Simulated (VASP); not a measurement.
A run of VASP 6.6.1:

The input INCAR:

```
ALGO = Normal ; DIPOL = 0.5 0.5 0.362
EDIFF = 1E-6 ; ENCUT = 520
IDIPOL = 3 ; ISIF = 2
ISMEAR = 0 ; ISPIN = 2
LASPH = T ; LCHARG = F
LDIPOL = T ; LMAXMIX = 4
LORBIT = 11 ; LREAL = F
LWAVE = F ; MAGMOM = 0 0 0 0 0 2
NBANDS = 50 ; NELM = 150
PREC = Accurate ; SIGMA = 0.1
```

File KPOINTS:

```
k-points
0
Gamma
  12 12 1
```

POSCAR

```
Ru5C
1.0
    2.6740588505      0.0000000000      0.0000000000
   -1.3370294253      2.3158028958      0.0000000000
    0.0000000000      0.0000000000     25.3999246690
Ru C
5 1
Direct
    0.6666666667      0.3333333333      0.1574807820
    0.3333333333      0.6666666667      0.2406849853
    0.6666666667      0.3333333333      0.3240221034
    0.3333333333      0.6666666667      0.4078536871
    0.6666666667      0.3333333333      0.4881874585
    0.6666666667      0.3333333333      0.5543293869
```

Potentials or basis: VASP PAW LDA potentials, release 64 (Ru_pv, C).

Command:

```console
$ cat potpaw_LDA.64/Ru_pv/POTCAR potpaw_LDA.64/C/POTCAR > POTCAR
$ mpirun -np 1 vasp_std > vasp.out
```

Hardware: 1 thread of Intel Xeon 8259CL, on a shared host.

Q: Estimate the wall time of this run.

A: Run time: 30 min on 1 thread of Intel Xeon 8259CL, with other jobs on the host, peak memory 0.37 GiB. Counts: scf iterations 56, k points 19.
